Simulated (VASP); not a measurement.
# LiSi16 (a cell with a defect) in VASP: a series of runs

The runs below take LiSi16 (a cell with a defect) through single point, with PBE.

All numbers are computed with VASP 6.6.1; they aren't measurements. Logs are shortened: lines on timing, memory, paths and dates and some standing lists are left out, and cuts for length are marked.

**1. The cell of the first run**

The cell holds a defect, 17 atoms: a = 7.679 Å, b = 7.679 Å, c = 7.679 Å, α = 60.00°, β = 60.00°, γ = 60.00°.

**2. Single point, PBE, collinear spin, zero start**

Contents of INCAR:

```
SYSTEM = LiSi16
PREC = Accurate
ENCUT = 520
EDIFF = 1E-6
ISMEAR = 0
SIGMA = 0.05
LREAL = Auto
LASPH = .TRUE.
NELM = 150
ALGO = Normal
ISIF = 2
LWAVE = .FALSE.
LCHARG = .FALSE.
ISPIN = 2
MAGMOM = 0 0 0 0 0 0 0 0 0 0 0 0 0 0 0 0 0
LORBIT = 11
GGA = PE
NBANDS = 52
```

Contents of KPOINTS:

```
Automatic mesh
0
G
  2 2 2
  0 0 0
```

Contents of POSCAR:

```
LiSi16
1.0
    0.0000000000      5.4300000000      5.4300000000
    5.4300000000      0.0000000000      5.4300000000
    5.4300000000      5.4300000000      0.0000000000
Si Li
16 1
Direct
    0.0107207182     -0.0155912523      0.0049157459
    0.1308535912      0.1209311234      0.1325009208
   -0.0090509208      0.0050048803      0.5043962247
    0.1302727440      0.1213893186      0.6207793738
    0.0115218232      0.5055137201      0.0049054328
    0.1516818600      0.6183284530      0.1177199816
    0.0107195212      0.5055257827      0.4838001842
    0.1308535912      0.6331093923      0.6203228361
    0.5042935543     -0.0022197053     -0.0023436464
    0.6345288214      0.1173337937      0.1222930939
    0.5041017495     -0.0026651013      0.4967209024
    0.6189488029      0.1260303867      0.6254189687
    0.5218188766      0.4921127993     -0.0085011971
    0.6348780847      0.6231550645      0.1225430939
    0.5042936464      0.4982676796      0.4971682320
    0.6345276243      0.6229071823      0.6167200737
   -0.0337965009      0.3473156538      0.8467071823
```

Potentials or basis: VASP PAW PBE potentials, release 64 (Si, Li_sv).

The run is started by

```bash
> cat potpaw_PBE.64/Si/POTCAR potpaw_PBE.64/Li_sv/POTCAR > POTCAR
> mpirun -np 1 vasp_std > vasp.out
```

OUTCAR:

```text
SYSTEM = LiSi16
   PREC = Accurate
   ENCUT = 520
   EDIFF = 1E-6
   ISMEAR = 0
   LREAL = Auto
   LASPH = .TRUE.
   NELM = 150
   ISIF = 2
   ISPIN = 2
   LORBIT = 11
   GGA = PE

 ion  position               nearest neighbor table
   1  0.011  0.984  0.005-   6 2.30  17 2.33  10 2.36   4 2.41   2 2.41
   2  0.131  0.121  0.133-   3 2.33   9 2.34   1 2.41   5 2.41  17 2.49
   3  0.991  0.005  0.504-  12 2.33   2 2.33   8 2.33   4 2.34
   4  0.130  0.121  0.621-   3 2.34  11 2.34   1 2.41   7 2.41  17 2.50
   5  0.012  0.506  0.005-   6 2.30  17 2.32  14 2.36   8 2.41   2 2.41
   6  0.152  0.618  0.118-   5 2.30   7 2.30   1 2.30  13 2.32
   7  0.011  0.506  0.484-   6 2.30  17 2.33  16 2.36   4 2.41   8 2.41
   8  0.131  0.633  0.620-   3 2.33  15 2.34   7 2.41   5 2.41  17 2.49
   9  0.504  0.998  0.998-  12 2.33   2 2.34  10 2.35  14 2.35
  10  0.635  0.117  0.122-   9 2.35  11 2.35  13 2.35   1 2.36
  11  0.504  0.997  0.497-  12 2.33   4 2.34  16 2.35  10 2.35
  12  0.619  0.126  0.625-   3 2.33  11 2.33  15 2.33   9 2.33
  13  0.522  0.492  0.991-   6 2.32  16 2.35  10 2.35  14 2.35  17 2.79
  14  0.635  0.623  0.123-  15 2.35   9 2.35  13 2.35   5 2.36
  15  0.504  0.498  0.497-  12 2.33   8 2.34  16 2.35  14 2.35
  16  0.635  0.623  0.617-  15 2.35  11 2.35  13 2.35   7 2.36
  17  0.966  0.347  0.847-   5 2.32   1 2.33   7 2.33   8 2.49   2 2.49   4 2.50  13 2.79

  LATTYP: Found a face centered cubic cell.
 ALAT       =    10.8600000000

  Lattice vectors:

 A1 = (   0.0000000000,   5.4300000000,   5.4300000000)
 A2 = (   5.4300000000,   0.0000000000,   5.4300000000)
 A3 = (   5.4300000000,   5.4300000000,   0.0000000000)

Analysis of symmetry for initial positions (statically):
=====================================================================
 Subroutine PRICEL returns:
 Original cell was already a primitive cell.

 Routine SETGRP: Setting up the symmetry group for a
 face centered cubic supercell.

 Subroutine GETGRP returns: Found  2 space group operations
 (whereof  1 operations were pure point group operations)
 out of a pool of 48 trial point group operations.

The static configuration has the point symmetry C_1 .
 The point group associated with its full space group is C_1h.

Analysis of symmetry for dynamics (positions and initial velocities):
=====================================================================
 Subroutine PRICEL returns:
 Original cell was already a primitive cell.

 Routine SETGRP: Setting up the symmetry group for a
 face centered cubic supercell.

 Subroutine GETGRP returns: Found  2 space group operations
 (whereof  1 operations were pure point group operations)
 out of a pool of 48 trial point group operations.

The dynamic configuration has the point symmetry C_1 .
 The point group associated with its full space group is C_1h.

Analysis of structural, dynamic, and magnetic symmetry:
=====================================================================
 Subroutine PRICEL returns:
 Original cell was already a primitive cell.

 Routine SETGRP: Setting up the symmetry group for a
 face centered cubic supercell.

 Subroutine GETGRP returns: Found  2 space group operations
 (whereof  1 operations were pure point group operations)
 out of a pool of 48 trial point group operations.

The overall configuration has the point symmetry C_1 .
 The point group associated with its full space group is C_1h.

 Subroutine INISYM returns: Found  2 space group operations
 (whereof  1 operations are pure point group operations),
 and found     1 'primitive' translations

----------------------------------------------------------------------------------------

                                     Primitive cell

  volume of cell :     320.2060

  direct lattice vectors                    reciprocal lattice vectors
     0.000000000  5.430000000  5.430000000    -0.092081031  0.092081031  0.092081031
     5.430000000  0.000000000  5.430000000     0.092081031 -0.092081031  0.092081031
     5.430000000  5.430000000  0.000000000     0.092081031  0.092081031 -0.092081031

  length of vectors
     7.679179644  7.679179644  7.679179644     0.159489025  0.159489025  0.159489025

  position of ions in fractional coordinates (direct lattice)
     0.010720718  0.984408748  0.004915746
     0.130853591  0.120931123  0.132500921
     0.990949079  0.005004880  0.504396225
     0.130272744  0.121389319  0.620779374
     0.011521823  0.505513720  0.004905433
     0.151681860  0.618328453  0.117719982
[... 9 lines left out ...]
     0.634527624  0.622907182  0.616720074
     0.966203499  0.347315654  0.846707182

  ion indices of the primitive-cell ions
   primitive index   ion index
                 1           1
                 2           2
                 3           3
                 4           4
                 5           5
                 6           6
[... 9 lines left out ...]
                16          16
                17          17

----------------------------------------------------------------------------------------

 KPOINTS: Automatic mesh

Automatic generation of k-mesh.
 Grid dimensions read from file:
 generate k-points for:    2    2    2

 Generating k-lattice:

  Cartesian coordinates                     Fractional coordinates (reciprocal lattice)
    -0.046040516  0.046040516  0.046040516     0.500000000  0.000000000  0.000000000
     0.046040516 -0.046040516  0.046040516     0.000000000  0.500000000  0.000000000
     0.046040516  0.046040516 -0.046040516     0.000000000  0.000000000  0.500000000

  Length of vectors
     0.079744512  0.079744512  0.079744512

  Shift w.r.t. Gamma in fractional coordinates (k-lattice)
     0.000000000  0.000000000  0.000000000

 Subroutine IBZKPT returns following result:
 ===========================================

 Found      6 irreducible k-points:

 Following reciprocal coordinates:
            Coordinates               Weight
  0.000000  0.000000  0.000000      1.000000
  0.500000  0.000000  0.000000      1.000000
  0.000000  0.500000  0.000000      2.000000
  0.500000  0.500000  0.500000      1.000000
  0.500000  0.500000  0.000000      2.000000
  0.000000  0.500000  0.500000      1.000000
   k-points           NKPTS =      6   k-points in BZ     NKDIM =      6   number of bands    NBANDS=     52
   number of dos      NEDOS =    301   number of ions     NIONS =     17
   total plane-waves  NPLWV = 216000
   dimension x,y,z NGX =    60 NGY =   60 NGZ =   60
   dimension x,y,z NGXF=   120 NGYF=  120 NGZF=  120
   ions per type =              16   1
   NGX,Y,Z   is equivalent  to a cutoff of  12.99, 12.99, 12.99 a.u.
   NGXF,Y,Z  is equivalent  to a cutoff of  25.98, 25.98, 25.98 a.u.
 SYSTEM =  LiSi16
   PREC   = accura    normal or accurate (medium, high low for compatibility)
   ISTART =      0    job   : 0-new  1-cont  2-samecut
   ICHARG =      2    charge: 1-file 2-atom 10-const
   ISPIN  =      2    spin polarized calculation?
   LNONCOLLINEAR =      F non collinear calculations
   LSORBIT =      F    spin-orbit coupling
   LASPH  =      T    aspherical Exc in radial PAW
   ENCUT  =  520.0 eV  38.22 Ry    6.18 a.u.  14.28 14.28 14.28*2*pi/ulx,y,z
   NELM   =    150;   NELMIN=  2; NELMDL= -5     # of ELM steps
   EDIFF  = 0.1E-05   stopping-criterion for ELM
   LREAL  =      T    real-space projection
   EDIFFG = 0.1E-04   stopping-criterion for IOM
   NSW    =      0    number of steps for IOM
   IBRION =     -1    ionic relax: 0-MD 1-quasi-New 2-CG
   NFREE  =      0    steps in history (QN), initial steepest desc. (CG)
   ISIF   =      2    stress and relaxation
   ISYM   =      2    0-nonsym 1-usesym 2-fastsym
   POTIM  = 0.5000    time-step for ionic-motion
   TEBEG  =    0.0;   TEEND  =   0.0 temperature during run
   PSTRESS=    0.0 pullay stress
   NELECT =      67.0000    total number of electrons
   NUPDOWN=      -1.0000    fix difference up-down
   EMIN   =  10.00;   EMAX   =-10.00  energy-range for DOS
   EFERMI =   0.00;   METHOD = LEGACY
   ISMEAR =     0;   SIGMA  =   0.05  broadening in eV -4-tet -1-fermi 0-gaus
   EFERMI_NEDOS =   21; number of points for ismear=-14 and -15
   IALGO  =     38    algorithm
   IMIX   =      4    mixing-type and parameters
     AMIX     =   0.40;   BMIX     =  1.00
     AMIX_MAG =   1.60;   BMIX_MAG =  1.00
  volume/ion in A,a.u.               =      18.84       127.11
  Fermi-wavevector in a.u.,A,eV,Ry     =   0.971904  1.836632 12.852022  0.944597
  Thomas-Fermi vector in A             =   2.102159
   LORBIT       =     11    0 simple, 1 ext, 2 COOP (PROOUT), +10 PAW based schemes
   GGA     = PE    functional components
   LHFCALC =     F    Hartree Fock is set to
   AEXX    =    0.0000 exact exchange contribution
   IVDW    =     0    specifies the selected vdW correction
   LEPSILON=     F    determine dielectric tensor
   LRPA    =     F    only Hartree local field effects (RPA)
 spin polarized calculation
 Gauss-broadening in eV      SIGMA  =   0.05
  energy-cutoff  :      520.00
  volume of cell :      320.21
 maximum number of plane-waves:      8646
 NGX is ok and might be reduce to    60
   NGX = 29   NGY = 29   NGZ = 29

 number of electron      67.0000001 magnetization      -0.0000060

 number of electron      67.0000001 magnetization       0.0000014

 Free energy of the ion-electron system (eV)
  ---------------------------------------------------
  ext. energy  EPLUGINS =         0.00000000
  ---------------------------------------------------
  free energy    TOTEN  =       -86.64509591 eV

  energy without entropy =      -86.63710745  energy(sigma->0) =      -86.64110168

 E-fermi :   6.6729     XC(G=0):  -9.5290

 val. band max:        6.6664109313   @ k =   0.0000   0.0000   0.0000
 cond. band min:       6.6750120171   @ k =   0.0000   0.0000   0.0000
 fundamental gap:      0.0086010858
 Fermi energy:         6.6728585881

 spin component 1

 k-point     1 :       0.0000    0.0000    0.0000
  band No.  band energies     occupation
      1     -40.3419      1.00000
      2      -5.9746      1.00000
      3      -3.7404      1.00000
      4      -3.6555      1.00000
      5      -3.6530      1.00000
      6      -3.6314      1.00000
[... 277 lines left out ...]
     44      10.2352      0.00000
     45      10.2575      0.00000
 Fermi energy:         6.6728585881

 spin component 2

 k-point     1 :       0.0000    0.0000    0.0000
  band No.  band energies     occupation
      1     -40.3419      1.00000
      2      -5.9746      1.00000
      3      -3.7404      1.00000
      4      -3.6555      1.00000
      5      -3.6530      1.00000
      6      -3.6314      1.00000
[... 277 lines left out ...]
     44      10.2352      0.00000
     45      10.2575      0.00000
 [bands above 45 left out]

------------------------ aborting loop because EDIFF is reached ----------------------------------------

  FORCE on cell =-STRESS in cart. coord.  units (eV):
  Direction    XX          YY          ZZ          XY          YZ          ZX
  --------------------------------------------------------------------------------------
  -------------------------------------------------------------------------------------
  Total        7.4749885      7.6005106      7.6005106      0.6273154     -0.5303012      0.6273154
  in kB       37.4017245     38.0297849     38.0297849      3.1388247     -2.6534061      3.1388244
  external PRESSURE =      37.8204314 kB  Pullay stress =       0.0000000 kB

 VOLUME and BASIS-vectors are now :
 -----------------------------------------------------------------------------
  energy-cutoff  :      520.00
  volume of cell :      320.21
      direct lattice vectors                 reciprocal lattice vectors
     0.000000000  5.430000000  5.430000000    -0.092081031  0.092081031  0.092081031
     5.430000000  0.000000000  5.430000000     0.092081031 -0.092081031  0.092081031
     5.430000000  5.430000000  0.000000000     0.092081031  0.092081031 -0.092081031

 POSITION                                       TOTAL-FORCE (eV/Angst)
 -----------------------------------------------------------------------------------
      5.37203      0.08491      5.40355        -0.062299      0.041755      0.014035
      1.37614      1.43002      1.36719        -0.032019     -0.015353      0.028594
      2.76605      8.11973      5.40803        -0.036099      0.013164      0.013164
      4.02998      4.07821      1.36652        -0.008069      0.017609      0.017609
      2.77158      0.08920      2.80750        -0.044901      0.027750      0.027750
      3.99674      1.46285      4.18116        -0.033928      0.034620      0.034620
[... 9 lines left out ...]
      6.73118      6.79428      6.82787        -0.016734      0.022606      0.044078
      6.48354      9.84411      7.13241         0.361845     -0.398997     -0.398997
 -----------------------------------------------------------------------------------
    total drift:                                0.005478      0.006876     -0.003016

  FREE ENERGIE OF THE ION-ELECTRON SYSTEM (eV)
  ---------------------------------------------------
  free  energy   TOTEN  =       -86.6450959058 eV

  energy  without entropy=      -86.6371074491  energy(sigma->0) =      -86.64110168

 total charge

# of ion       s       p       d       tot
------------------------------------------
    1        0.746   0.960   0.000   1.706
    2        0.740   0.948   0.000   1.689
    3        0.742   0.958   0.000   1.700
    4        0.741   0.948   0.000   1.689
    5        0.747   0.959   0.000   1.705
    6        0.737   0.975   0.000   1.712
[... 9 lines left out ...]
   16        0.739   0.951   0.000   1.689
   17        2.035   0.100   0.000   2.135
--------------------------------------------------
tot         13.890  15.404   0.000  29.294

 magnetization (x)

# of ion       s       p       d       tot
------------------------------------------
    1        0.000  -0.000   0.000  -0.000
    2        0.000   0.000   0.000   0.000
    3       -0.000  -0.000   0.000  -0.000
    4        0.000   0.000   0.000   0.000
    5       -0.000  -0.000   0.000  -0.000
    6       -0.000  -0.000   0.000  -0.000
[... 9 lines left out ...]
   16        0.000   0.000   0.000   0.000
   17       -0.000   0.000   0.000   0.000
--------------------------------------------------
tot         -0.000   0.000   0.000   0.000
```

Wall time 3.7 min (1 thread of Intel Xeon 6975P-C (Granite Rapids), shared host); peak memory 0.67 GiB.

Results:

```
Free energy                                           : -86.6451 eV
Largest force                                         : 0.670 eV/Å
Net moment                                            : 0.00 μB per cell
Valence electrons inside the program's atomic spheres : Si 1.71, 1.69, 1.70 (each value once); Li 2.13
```

Forces in eV/Å, atoms in the order of the input:
```
Si  -0.062  0.042  0.014
Si  -0.032 -0.015  0.029
Si  -0.036  0.013  0.013
Si  -0.008  0.018  0.018
Si  -0.045  0.028  0.028
Si  -0.034  0.035  0.035
Si  -0.062  0.014  0.042
Si  -0.032  0.029 -0.015
Si  -0.004  0.020  0.021
Si  -0.017  0.044  0.023
Si   0.014  0.028  0.028
Si   0.004  0.022  0.022
Si  -0.017  0.034  0.034
Si  -0.010  0.045  0.045
Si  -0.004  0.021  0.020
Si  -0.017  0.023  0.044
Li   0.362 -0.399 -0.399
```

Caveat: the k points lie up to 0.50 Å⁻¹ apart; the cutoff is under 1.25 times the usual one of these potentials, so pressure, stress and relaxed cells hold a basis-set (Pulay) error; no moment was typed at the start, so none could form.

**3. Single point, PBE, collinear spin, zero start**

Contents of INCAR:

```
PREC = Accurate ; ENCUT = 520
EDIFF = 1E-6 ; ISMEAR = 0
SIGMA = 0.05 ; LREAL = Auto
LASPH = True ; NELM = 150
ALGO = Normal ; ISIF = 2
LWAVE = False ; LCHARG = False
ISPIN = 2 ; MAGMOM = 0 0 0 0 0 0 0 0 0 0 0 0 0 0 0 0 0
LORBIT = 11 ; GGA = PE
NBANDS = 52
```

Contents of KPOINTS:

```
Automatic mesh
0
Gamma
  2 2 2
```

Contents of POSCAR:

```
LiSi16
1.0
    0.0000000000      5.4300000000      5.4300000000
    5.4300000000      0.0000000000      5.4300000000
    5.4300000000      5.4300000000      0.0000000000
Si Li
16 1
Direct
    0.0030091160     -0.0064166667      0.0059435543
    0.1218321363      0.1217538674      0.1439811234
   -0.0200860958      0.0102356354      0.5097888582
    0.1230636280      0.1219109576      0.6214625230
    0.0018376611      0.5076407919      0.0071941989
    0.1439452118      0.6222724678      0.1218251381
    0.0030086556      0.5063917127      0.4931360958
    0.1218324125      0.6444281768      0.6213069982
    0.4977542357     -0.0005151934      0.0043816759
    0.6295920810      0.1227406998      0.1235961326
    0.4988860037     -0.0014874770      0.4980605893
    0.6094484346      0.1304057090      0.6299558011
    0.5157370166      0.4952066298     -0.0052453039
    0.6283558932      0.6250214549      0.1245711786
    0.4977546041      0.5048312155      0.4990345304
    0.6295914365      0.6240481584      0.6222888582
    0.1504393186      0.2877551565      0.7873083794
```

Potentials or basis: VASP PAW PBE potentials, release 64 (Si, Li_sv).

The run is started by

```bash
> cat potpaw_PBE.64/Si/POTCAR potpaw_PBE.64/Li_sv/POTCAR > POTCAR
> mpirun -np 1 vasp_std > vasp.out
```

Run time: 3.9 min. Hardware: 1 thread of Intel Xeon 6975P-C (Granite Rapids), shared host; peak memory 0.67 GiB.

The run converged. Its results:

| Property | Result |
| --- | --- |
| Free energy | -86.5746 eV |
| Largest force | 0.675 eV/Å |
| Net moment | 0.00 μB per cell |
| Valence electrons inside the program's atomic spheres | Si 1.69, 1.71, 1.70 (each value once); Li 2.14 |

Forces on the atoms (eV/Å):
```
Si   0.022 -0.011 -0.007
Si   0.038 -0.034 -0.035
Si   0.057 -0.029 -0.029
Si  -0.013 -0.069 -0.069
Si  -0.027 -0.034 -0.034
Si  -0.002 -0.038 -0.038
Si   0.022 -0.007 -0.011
Si   0.038 -0.035 -0.034
Si   0.051 -0.005 -0.035
Si   0.046 -0.013 -0.003
Si   0.032 -0.019 -0.019
Si   0.041 -0.028 -0.028
Si   0.015 -0.002 -0.002
Si   0.022  0.001  0.001
Si   0.051 -0.035 -0.005
Si   0.046 -0.003 -0.013
Li  -0.440  0.362  0.362
```

Levels at points of the mesh, in eV from the Fermi level:
Spin up:
```
           k point  band 30  band 31  band 32  band 33  band 34  band 35  band 36  band 37
(0.00, 0.00, 0.00)    -1.74    -0.72    -0.67    -0.67    -0.29    -0.07    -0.07     0.00
(0.50, 0.00, 0.00)    -1.48    -1.48    -1.41    -1.41     0.60     0.60     0.62     0.93
(0.00, 0.50, 0.00)    -1.51    -1.50    -1.45    -1.42     0.44     0.57     0.77     0.79
(0.50, 0.50, 0.50)    -1.50    -1.50    -1.45    -1.42     0.48     0.56     0.73     0.77
(0.50, 0.50, 0.00)    -2.08    -2.07    -2.00    -1.95     0.31     0.41     1.49     1.58
(0.00, 0.50, 0.50)    -2.08    -2.07    -2.00    -1.95     0.31     0.41     1.50     1.59
```
Spin down:
```tsv
k point	band 29	band 30	band 31	band 32	band 33	band 34	band 35	band 36	band 37	band 38
(0.00, 0.00, 0.00)	-1.84	-1.74	-0.72	-0.67	-0.67	-0.29	-0.07	-0.07	0.00	0.00
(0.50, 0.00, 0.00)	-2.73	-1.48	-1.48	-1.41	-1.41	0.60	0.60	0.62	0.93	0.94
(0.00, 0.50, 0.00)	-2.81	-1.51	-1.50	-1.45	-1.42	0.44	0.57	0.77	0.79	0.84
(0.50, 0.50, 0.50)	-2.80	-1.50	-1.50	-1.45	-1.42	0.48	0.56	0.73	0.77	0.87
(0.50, 0.50, 0.00)	-2.54	-2.08	-2.07	-2.00	-1.95	0.31	0.41	1.49	1.58	1.69
(0.00, 0.50, 0.50)	-2.55	-2.08	-2.07	-2.00	-1.95	0.31	0.41	1.50	1.59	1.68
```

Caveat: the k points lie up to 0.50 Å⁻¹ apart; the cutoff is under 1.25 times the usual one of these potentials, so pressure, stress and relaxed cells hold a basis-set (Pulay) error; no moment was typed at the start, so none could form.
